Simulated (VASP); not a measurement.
# SrO (Fm-3m) in VASP: a series of runs

Runs on SrO. Level: r2SCAN. Tasks: dielectric tensor.

Program: VASP 6.6.1. These are calculated values, not measurements. Logs are shortened: lines on timing, memory, paths and dates and some standing lists are left out, and cuts for length are marked.

## (1) The cell of the first run

The structure is cubic, space group Fm-3m (No. 225). Conventional cell: a = 5.108 Å, b = 5.108 Å, c = 5.108 Å, α = 90.00°, β = 90.00°, γ = 90.00°. Sr (site symmetry m-3m) has 6 O at 2.55 Å within 3.4 Å. O (site symmetry m-3m) has 6 Sr at 2.55 Å within 3.4 Å.

## (2) Dielectric tensor, r2SCAN (strain -1.0%)

The input, INCAR:

```
SYSTEM = SrO
ALGO = Normal
EDIFF = 1E-8
ENCUT = 520
ISIF = 2
ISMEAR = 0
LASPH = .TRUE.
LCALCEPS = .TRUE.
LCHARG = .FALSE.
LMIXTAU = .TRUE.
LREAL = .FALSE.
LWAVE = .FALSE.
METAGGA = R2SCAN
NELM = 80
PREC = Accurate
SIGMA = 0.01
```

The input, KPOINTS:

```
k-points
0
G
  8 8 8
  0 0 0
```

The input, POSCAR:

```
SrO
1.0
    0.0000000000      2.5540934026      2.5540934026
    2.5540934026      0.0000000000      2.5540934026
    2.5540934026      2.5540934026      0.0000000000
Sr O
1 1
Direct
    0.0000000000      0.0000000000      0.0000000000
    0.5000000000      0.5000000000      0.5000000000
```

Potentials or basis: VASP PAW PBE potentials, release 64 (Sr_sv, O).

Started as:

```
> cat potpaw_PBE.64/Sr_sv/POTCAR potpaw_PBE.64/O/POTCAR > POTCAR
> mpirun -np 1 vasp_std > vasp.out
```

OUTCAR:

```text
SYSTEM = SrO
   EDIFF = 1E-8
   ENCUT = 520
   ISIF = 2
   ISMEAR = 0
   LASPH = .TRUE.
   LREAL = .FALSE.
   METAGGA = R2SCAN
   NELM = 80
   PREC = Accurate

 ion  position               nearest neighbor table
   1  0.000  0.000  0.000-   2 2.55   2 2.55   2 2.55   2 2.55   2 2.55   2 2.55
   2  0.500  0.500  0.500-   1 2.55   1 2.55   1 2.55   1 2.55   1 2.55   1 2.55

  LATTYP: Found a face centered cubic cell.
 ALAT       =     5.1081868052

  Lattice vectors:

 A1 = (   0.0000000000,   2.5540934026,   2.5540934026)
 A2 = (   2.5540934026,   0.0000000000,   2.5540934026)
 A3 = (   2.5540934026,   2.5540934026,   0.0000000000)

Analysis of symmetry for initial positions (statically):
=====================================================================
 Subroutine PRICEL returns:
 Original cell was already a primitive cell.

 Routine SETGRP: Setting up the symmetry group for a
 face centered cubic supercell.

 Subroutine GETGRP returns: Found 48 space group operations
 (whereof 48 operations were pure point group operations)
 out of a pool of 48 trial point group operations.

The static configuration has the point symmetry O_h .

Analysis of symmetry for dynamics (positions and initial velocities):
=====================================================================
 Subroutine PRICEL returns:
 Original cell was already a primitive cell.

 Routine SETGRP: Setting up the symmetry group for a
 face centered cubic supercell.

 Subroutine GETGRP returns: Found 48 space group operations
 (whereof 48 operations were pure point group operations)
 out of a pool of 48 trial point group operations.

The dynamic configuration has the point symmetry O_h .

 Subroutine INISYM returns: Found 48 space group operations
 (whereof 48 operations are pure point group operations),
 and found     1 'primitive' translations

----------------------------------------------------------------------------------------

                                     Primitive cell

  volume of cell :      33.3227

  direct lattice vectors                    reciprocal lattice vectors
     0.000000000  2.554093403  2.554093403    -0.195764180  0.195764180  0.195764180
     2.554093403  0.000000000  2.554093403     0.195764180 -0.195764180  0.195764180
     2.554093403  2.554093403  0.000000000     0.195764180  0.195764180 -0.195764180

  length of vectors
     3.612033530  3.612033530  3.612033530     0.339073506  0.339073506  0.339073506

  position of ions in fractional coordinates (direct lattice)
     0.000000000  0.000000000  0.000000000
     0.500000000  0.500000000  0.500000000

  ion indices of the primitive-cell ions
   primitive index   ion index
                 1           1
                 2           2

----------------------------------------------------------------------------------------

 KPOINTS: k-points

Automatic generation of k-mesh.
 Grid dimensions read from file:
 generate k-points for:    8    8    8

 Generating k-lattice:

  Cartesian coordinates                     Fractional coordinates (reciprocal lattice)
    -0.024470522  0.024470522  0.024470522     0.125000000  0.000000000  0.000000000
     0.024470522 -0.024470522  0.024470522     0.000000000  0.125000000  0.000000000
     0.024470522  0.024470522 -0.024470522     0.000000000  0.000000000  0.125000000

  Length of vectors
     0.042384188  0.042384188  0.042384188

  Shift w.r.t. Gamma in fractional coordinates (k-lattice)
     0.000000000  0.000000000  0.000000000

 Subroutine IBZKPT returns following result:
 ===========================================
[... 36 lines left out ...]
   NGX,Y,Z   is equivalent  to a cutoff of  12.89, 12.89, 12.89 a.u.
   NGXF,Y,Z  is equivalent  to a cutoff of  25.77, 25.77, 25.77 a.u.
 SYSTEM =  SrO
   PREC   = accura    normal or accurate (medium, high low for compatibility)
   ISTART =      0    job   : 0-new  1-cont  2-samecut
   ICHARG =      2    charge: 1-file 2-atom 10-const
   ISPIN  =      1    spin polarized calculation?
   LNONCOLLINEAR =      F non collinear calculations
   LSORBIT =      F    spin-orbit coupling
   LASPH  =      T    aspherical Exc in radial PAW
   ENCUT  =  520.0 eV  38.22 Ry    6.18 a.u.   6.72  6.72  6.72*2*pi/ulx,y,z
   NELM   =     80;   NELMIN=  2; NELMDL= -5     # of ELM steps
   EDIFF  = 0.1E-07   stopping-criterion for ELM
   LREAL  =      F    real-space projection
   EDIFFG = 0.1E-06   stopping-criterion for IOM
   NSW    =      0    number of steps for IOM
   IBRION =     -1    ionic relax: 0-MD 1-quasi-New 2-CG
   NFREE  =      0    steps in history (QN), initial steepest desc. (CG)
   ISIF   =      2    stress and relaxation
   ISYM   =      2    0-nonsym 1-usesym 2-fastsym
   POTIM  = 0.5000    time-step for ionic-motion
   TEBEG  =    0.0;   TEEND  =   0.0 temperature during run
   PSTRESS=    0.0 pullay stress
   NELECT =      16.0000    total number of electrons
   NUPDOWN=      -1.0000    fix difference up-down
   EMIN   =  10.00;   EMAX   =-10.00  energy-range for DOS
   EFERMI =   0.00;   METHOD = LEGACY
   ISMEAR =     0;   SIGMA  =   0.01  broadening in eV -4-tet -1-fermi 0-gaus
   EFERMI_NEDOS =   21; number of points for ismear=-14 and -15
   IALGO  =     38    algorithm
   IMIX   =      4    mixing-type and parameters
     AMIX     =   0.40;   BMIX     =  1.00
     AMIX_MAG =   1.60;   BMIX_MAG =  1.00
  volume/ion in A,a.u.               =      16.66       112.44
  Fermi-wavevector in a.u.,A,eV,Ry     =   1.281941  2.422517 22.359445  1.643373
  Thomas-Fermi vector in A             =   2.414282
   LORBIT       =      0    0 simple, 1 ext, 2 COOP (PROOUT), +10 PAW based schemes
   METAGGA = R2SCAN    functional components
   LHFCALC =     F    Hartree Fock is set to
   AEXX    =    0.0000 exact exchange contribution
   IVDW    =     0    specifies the selected vdW correction
   LEPSILON=     F    determine dielectric tensor
   LRPA    =     F    only Hartree local field effects (RPA)
   LRPA       =     F
 non-spin polarized calculation
 Gauss-broadening in eV      SIGMA  =   0.01
  energy-cutoff  :      520.00
  volume of cell :       33.32
 maximum number of plane-waves:       934
   NGX = 13   NGY = 13   NGZ = 13

 Total electronic dipole moment: p[elc]=(    -0.00000    -0.00000     0.00000 ) |e| Angst

 number of electron      15.9999996 magnetization

 Free energy of the ion-electron system (eV)
  ---------------------------------------------------
  ext. energy  EPLUGINS =         0.00000000
  ---------------------------------------------------
  free energy    TOTEN  =       -27.04191538 eV

  energy without entropy =      -27.04191538  energy(sigma->0) =      -27.04191538

 E-fermi :   1.5436     XC(G=0): -10.6885

 val. band max:        1.4350631480   @ k =   0.0000   0.0000   0.0000
 cond. band min:   10000.0000000000   @ k =   0.0000   0.0000   0.0000
 fundamental gap:   9998.5649368520
 Fermi energy:         1.5436159207

 k-point     1 :       0.0000    0.0000    0.0000
  band No.  band energies     occupation
      1     -31.9658      2.00000
      2     -14.6168      2.00000
      3     -12.9674      2.00000
      4     -12.9674      2.00000
      5     -12.9674      2.00000
      6       1.4350      2.00000
      7       1.4350      2.00000
      8       1.4351      2.00000
      9   10000.0000      0.00000
     10   10000.0000      0.00000
     11   10000.0000      0.00000
     12   10000.0000      0.00000
[... 331 lines left out ...]
 k-point    24 :      -0.3750    0.2500    0.1250
  band No.  band energies     occupation
      1     -31.7904      2.00000
      2     -15.6934      2.00000
      3     -13.3704      2.00000
      4     -13.2114      2.00000
      5     -12.2896      2.00000
      6      -0.1269      2.00000
      7       0.5598      2.00000
      8       0.6488      2.00000
      9   10000.0000      0.00000
     10   10000.0000      0.00000
     11   10000.0000      0.00000
     12   10000.0000      0.00000

 [... further k-points ...]

------------------------ aborting loop because EDIFF is reached ----------------------------------------

            Ionic dipole moment: p[ion]=(   -15.32456   -15.32456   -15.32456 ) |e| Angst

 Total electronic dipole moment: p[elc]=(     0.00000     0.00000     0.00467 ) |e| Angst

 MACROSCOPIC STATIC DIELECTRIC TENSOR (including local field effects)
 ------------------------------------------------------
           3.533654    -0.000000     0.000000
          -0.000000     3.533654    -0.000000
          -0.000000    -0.000000     3.533654
 ------------------------------------------------------

 PIEZOELECTRIC TENSOR (including local field effects) (e Angst)
          XX          YY          ZZ          XY          YZ          ZX
  --------------------------------------------------------------------------------
  x     0.00000     0.00000     0.00000     0.00000     0.00000     0.00000
  y     0.00000     0.00000     0.00000     0.00000     0.00000     0.00000
  z     0.00000     0.00000     0.00000     0.00000     0.00000     0.00000

 PIEZOELECTRIC TENSOR (including local field effects) (C/m^2)
          XX          YY          ZZ          XY          YZ          ZX
  --------------------------------------------------------------------------------
  x     0.00000     0.00000     0.00000     0.00000     0.00000     0.00000
  y     0.00000     0.00000     0.00000     0.00000     0.00000     0.00000
  z     0.00000     0.00000     0.00000     0.00000     0.00000     0.00000

 BORN EFFECTIVE CHARGES (including local field effects) (in |e|, cummulative output)
 ---------------------------------------------------------------------------------
 ion    1
    1     2.42653     0.00000     0.00000
    2    -0.00000     2.42653    -0.00000
    3     0.00000    -0.00000     2.42653
 ion    2
    1    -2.42653     0.00000    -0.00000
    2     0.00000    -2.42653     0.00000
    3     0.00000    -0.00000    -2.42653

  FORCE on cell =-STRESS in cart. coord.  units (eV):
  Direction    XX          YY          ZZ          XY          YZ          ZX
  --------------------------------------------------------------------------------------
  -------------------------------------------------------------------------------------
  Total        0.7544224      0.7544224      0.7544224      0.0000000     -0.0000000     -0.0000000
  in kB       36.2731155     36.2731155     36.2731155      0.0000000     -0.0000000     -0.0000000
  external PRESSURE =      36.2731155 kB  Pullay stress =       0.0000000 kB

 VOLUME and BASIS-vectors are now :
 -----------------------------------------------------------------------------
  energy-cutoff  :      520.00
  volume of cell :       33.32
      direct lattice vectors                 reciprocal lattice vectors
     0.000000000  2.554093403  2.554093403    -0.195764180  0.195764180  0.195764180
     2.554093403  0.000000000  2.554093403     0.195764180 -0.195764180  0.195764180
     2.554093403  2.554093403  0.000000000     0.195764180  0.195764180 -0.195764180

 POSITION                                       TOTAL-FORCE (eV/Angst)
 -----------------------------------------------------------------------------------
      0.00000      0.00000      0.00000        -0.000000     -0.000000     -0.000000
      2.55409      2.55409      2.55409         0.000000      0.000000      0.000000
 -----------------------------------------------------------------------------------
    total drift:                                0.000000      0.000000      0.000000

  FREE ENERGIE OF THE ION-ELECTRON SYSTEM (eV)
  ---------------------------------------------------
  free  energy   TOTEN  =       -27.0419153850 eV

  energy  without entropy=      -27.0419153850  energy(sigma->0) =      -27.04191538
```

It took 25 min on 1 thread of Intel Xeon 6975P-C (Granite Rapids), shared host; peak memory 0.4 GiB.

Results:

* Band gap on the k mesh: 3.73 eV, indirect (least direct gap 3.80 eV)
* Electronic dielectric tensor (diagonal): 3.53
* Born charges (mean of the diagonal): Sr +2.43; O -2.43 e

Electronic dielectric tensor:
```
3.53 0.00 0.00
0.00 3.53 0.00
0.00 0.00 3.53
```

Born effective charge tensors (e):
atom 1, Sr
```
2.43 0.00 0.00
0.00 2.43 0.00
0.00 0.00 2.43
```
atom 2, O
```
-2.43  0.00  0.00
 0.00 -2.43  0.00
 0.00  0.00 -2.43
```

Dipole moments of the cell (e·Å, modulo the quantum): ionic -15.325, -15.325, -15.325; electronic 0.000, 0.000, 0.005

Caveat: the cell differs from its parent crystal (strain -1.0%); the PAW data sets were made with another functional, which shifts forces and pressure a little. A k mesh can miss the band edges.

(Part 1 of 2 ends here.)
